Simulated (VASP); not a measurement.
# AlFe3 (Pm-3m) in VASP: single point with LDA

Aim: the single point of AlFe3 with LDA.

Program: VASP 6.6.1. These are calculated values, not measurements. Logs are shortened: lines on timing, memory, paths and dates and some standing lists are left out, and cuts for length are marked.

## 1. The cell of the first run

Symmetry: Pm-3m, No. 221, cubic system. Conventional cell: a = 3.545 Å, b = 3.545 Å, c = 3.545 Å, α = 90.00°, β = 90.00°, γ = 90.00°. Al (site symmetry m-3m) has 12 Fe at 2.51 Å within 3.3 Å. Within 3.3 Å of Fe (site symmetry 4/mmm) lie 4 Al at 2.51 Å and 8 Fe at 2.51 Å.

## 2. Single point, LDA, collinear spin, ferromagnetic start

The input, INCAR:

```
SYSTEM = AlFe3
PREC = Accurate
ENCUT = 690
EDIFF = 1E-6
ISMEAR = -1
SIGMA = 0.05
LREAL = .False.
LASPH = .True.
NELM = 200
ALGO = Normal
ISIF = 2
LWAVE = .False.
LCHARG = .False.
ISPIN = 2
MAGMOM = 0 3.5 3.5 3.5
LORBIT = 11
LMAXMIX = 4
GGA = CA
NBANDS = 38
GGA_COMPAT = .False.
```

The input, KPOINTS:

```
regular mesh
0
Gamma
  6 6 6
  0 0 0
```

The input, POSCAR:

```
AlFe3
1.0
    3.5453378247      0.0000000000      0.0000000000
    0.0000000000      3.5453378247      0.0000000000
    0.0000000000      0.0000000000      3.5453378247
Al Fe
1 3
Direct
    0.0000000000      0.0000000000      0.0000000000
    0.0000000000      0.5000000000      0.5000000000
    0.5000000000      0.0000000000      0.5000000000
    0.5000000000      0.5000000000      0.0000000000
```

Potentials or basis: VASP PAW LDA potentials, release 64 (Al, Fe_sv).

On the command line:

```
cat potpaw_LDA.64/Al/POTCAR potpaw_LDA.64/Fe_sv/POTCAR > POTCAR
mpirun -np 1 vasp_std > vasp.out
```

OUTCAR:

```text
SYSTEM = AlFe3
   PREC = Accurate
   ENCUT = 690
   EDIFF = 1E-6
   ISMEAR = -1
   LREAL = .False.
   LASPH = .True.
   NELM = 200
   ISIF = 2
   ISPIN = 2
   LORBIT = 11
   GGA = CA

 ion  position               nearest neighbor table
   1  0.000  0.000  0.000-   2 2.51   3 2.51   4 2.51   2 2.51   3 2.51   2 2.51   4 2.51   2 2.51
                             3 2.51   4 2.51   3 2.51   4 2.51
   2  0.000  0.500  0.500-   1 2.51   3 2.51   4 2.51   1 2.51   4 2.51   1 2.51   3 2.51   1 2.51
                             3 2.51   4 2.51   4 2.51   3 2.51
   3  0.500  0.000  0.500-   1 2.51   2 2.51   4 2.51   1 2.51   4 2.51   2 2.51   4 2.51   4 2.51
                             1 2.51   2 2.51   1 2.51   2 2.51
   4  0.500  0.500  0.000-   1 2.51   2 2.51   3 2.51   2 2.51   3 2.51   1 2.51   3 2.51   3 2.51
                             1 2.51   2 2.51   2 2.51   1 2.51

  LATTYP: Found a simple cubic cell.
 ALAT       =     3.5453378247

  Lattice vectors:

 A1 = (   3.5453378247,   0.0000000000,   0.0000000000)
 A2 = (   0.0000000000,   3.5453378247,   0.0000000000)
 A3 = (   0.0000000000,   0.0000000000,   3.5453378247)

Analysis of symmetry for initial positions (statically):
=====================================================================
 Subroutine PRICEL returns:
 Original cell was already a primitive cell.

 Routine SETGRP: Setting up the symmetry group for a
 simple cubic supercell.

 Subroutine GETGRP returns: Found 48 space group operations
 (whereof 48 operations were pure point group operations)
 out of a pool of 48 trial point group operations.

The static configuration has the point symmetry O_h .

Analysis of symmetry for dynamics (positions and initial velocities):
=====================================================================
 Subroutine PRICEL returns:
 Original cell was already a primitive cell.

 Routine SETGRP: Setting up the symmetry group for a
 simple cubic supercell.

 Subroutine GETGRP returns: Found 48 space group operations
 (whereof 48 operations were pure point group operations)
 out of a pool of 48 trial point group operations.

The dynamic configuration has the point symmetry O_h .

Analysis of structural, dynamic, and magnetic symmetry:
=====================================================================
 Subroutine PRICEL returns:
 Original cell was already a primitive cell.

 Routine SETGRP: Setting up the symmetry group for a
 simple cubic supercell.

 Subroutine GETGRP returns: Found 48 space group operations
 (whereof 48 operations were pure point group operations)
 out of a pool of 48 trial point group operations.

The overall configuration has the point symmetry O_h .

[... 126 lines left out ...]
   LEPSILON=     F    determine dielectric tensor
   LRPA    =     F    only Hartree local field effects (RPA)
 spin polarized calculation
  energy-cutoff  :      690.00
  volume of cell :       44.56
 maximum number of plane-waves:      1856
   NGX = 15   NGY = 15   NGZ = 15

 number of electron      51.0000000 magnetization      10.5000000

 number of electron      51.0000096 magnetization       5.7963167

 Free energy of the ion-electron system (eV)
  ---------------------------------------------------
  ext. energy  EPLUGINS =         0.00000000
  ---------------------------------------------------
  free energy    TOTEN  =       -32.82562199 eV

  energy without entropy =      -32.78944048  energy(sigma->0) =      -32.80753123

 E-fermi :  12.0651     XC(G=0): -13.6334

 val. band max:       12.0513082456   @ k =   0.5000   0.3333   0.3333
 cond. band min:      12.0716038932   @ k =   0.1667   0.0000   0.0000
 fundamental gap:      0.0202956476
 Fermi energy:        12.0650803598

 spin component 1

 k-point     1 :       0.0000    0.0000    0.0000
  band No.  band energies     occupation
      1     -74.9184      1.00000
      2     -74.8336      1.00000
      3     -74.8336      1.00000
      4     -41.6160      1.00000
      5     -41.6160      1.00000
      6     -41.6160      1.00000
[... 789 lines left out ...]
     36      30.0737      0.00000
     37      30.0737      0.00000
 Fermi energy:        12.0650803598

 spin component 2

 k-point     1 :       0.0000    0.0000    0.0000
  band No.  band energies     occupation
      1     -72.8643      1.00000
      2     -72.7737      1.00000
      3     -72.7737      1.00000
      4     -39.6338      1.00000
      5     -39.6338      1.00000
      6     -39.6338      1.00000
[... 789 lines left out ...]
     36      30.2279      0.00000
     37      30.2279      0.00000
 [bands above 37 left out]

------------------------ aborting loop because EDIFF is reached ----------------------------------------

  FORCE on cell =-STRESS in cart. coord.  units (eV):
  Direction    XX          YY          ZZ          XY          YZ          ZX
  --------------------------------------------------------------------------------------
  -------------------------------------------------------------------------------------
  Total       -0.7750654     -0.7750654     -0.7750654     -0.0000000     -0.0000000     -0.0000000
  in kB      -27.8660913    -27.8660913    -27.8660913     -0.0000000     -0.0000000     -0.0000000
  external PRESSURE =     -27.8660913 kB  Pullay stress =       0.0000000 kB

 VOLUME and BASIS-vectors are now :
 -----------------------------------------------------------------------------
  energy-cutoff  :      690.00
  volume of cell :       44.56
      direct lattice vectors                 reciprocal lattice vectors
     3.545337825  0.000000000  0.000000000     0.282060568  0.000000000  0.000000000
     0.000000000  3.545337825  0.000000000     0.000000000  0.282060568  0.000000000
     0.000000000  0.000000000  3.545337825     0.000000000  0.000000000  0.282060568

 POSITION                                       TOTAL-FORCE (eV/Angst)
 -----------------------------------------------------------------------------------
      0.00000      0.00000      0.00000         0.000000      0.000000      0.000000
      0.00000      1.77267      1.77267         0.000000      0.000000      0.000000
      1.77267      0.00000      1.77267         0.000000      0.000000      0.000000
      1.77267      1.77267      0.00000         0.000000      0.000000      0.000000
 -----------------------------------------------------------------------------------
    total drift:                                0.000000      0.000000     -0.000000

  FREE ENERGIE OF THE ION-ELECTRON SYSTEM (eV)
  ---------------------------------------------------
  free  energy   TOTEN  =       -32.8256219860 eV

  energy  without entropy=      -32.7894404781  energy(sigma->0) =      -32.80753123

 total charge

# of ion       s       p       d       tot
------------------------------------------
    1        0.427   0.464   0.000   0.891
    2        2.191   6.041   5.576  13.808
    3        2.191   6.041   5.576  13.808
    4        2.191   6.041   5.576  13.808
--------------------------------------------------
tot          7.001  18.588  16.727  42.316

 magnetization (x)

# of ion       s       p       d       tot
------------------------------------------
    1       -0.006  -0.044   0.000  -0.050
    2        0.004   0.006   1.843   1.853
    3        0.004   0.006   1.843   1.853
    4        0.004   0.006   1.843   1.853
--------------------------------------------------
tot          0.007  -0.026   5.528   5.509
```

stdout:

```text
POSCAR found type information on POSCAR AlFe
 POSCAR found :  2 types and       4 ions
 scaLAPACK will be used
 LDA part: xc-table for (Slater(with rela. corr.)+CA(PZ))
 , standard interpolation
 POSCAR, INCAR and KPOINTS ok, starting setup
 FFT: planning ... GRIDC
 FFT: planning ... GRID_SOFT
 FFT: planning ... GRID
 WAVECAR not read
 entering main loop
```

Wall time 1.8 min (1 thread of Intel Xeon Platinum 8259CL at 2.50GHz (Skylake/Cascade Lake), shared host); peak memory 0.2 GiB.

Results:

```
Free energy                                           : -32.8256 eV
Pressure                                              : -2.8 GPa
Net moment                                            : 5.80 μB per cell
Site moments                                          : Al -0.05; Fe +1.85 μB
Valence electrons inside the program's atomic spheres : Al 0.89; Fe 13.81
```

Levels at points of the mesh, in eV from the Fermi level:
Spin up:
```tsv
k point	band 26	band 27	band 28	band 29	band 30	band 31
(0.00, 0.00, 0.00)	0.34	0.34	0.34	0.78	0.78	0.78
(0.50, 0.00, 0.00)	-1.30	-1.18	-0.65	0.34	5.81	5.81
(0.50, 0.50, 0.00)	-1.42	-1.11	-0.89	-0.64	1.32	1.32
(0.50, 0.50, 0.50)	-1.25	-1.25	-0.29	0.05	0.05	0.05
```
Spin down:
```csv
k point,band 19,band 20,band 21,band 22,band 23,band 24,band 25,band 26,band 27,band 28
"(0.00, 0.00, 0.00)",-2.65,0.14,0.14,0.14,1.03,1.03,1.03,1.35,1.35,1.80
"(0.50, 0.00, 0.00)",-1.79,-1.03,-1.03,-0.50,-0.42,0.33,0.34,0.34,0.60,1.44
"(0.50, 0.50, 0.00)",-1.56,-1.56,-0.89,-0.89,0.09,0.13,0.22,0.22,0.69,0.80
"(0.50, 0.50, 0.50)",-1.95,-0.85,-0.85,-0.85,0.11,0.21,0.21,0.21,0.62,0.62
```
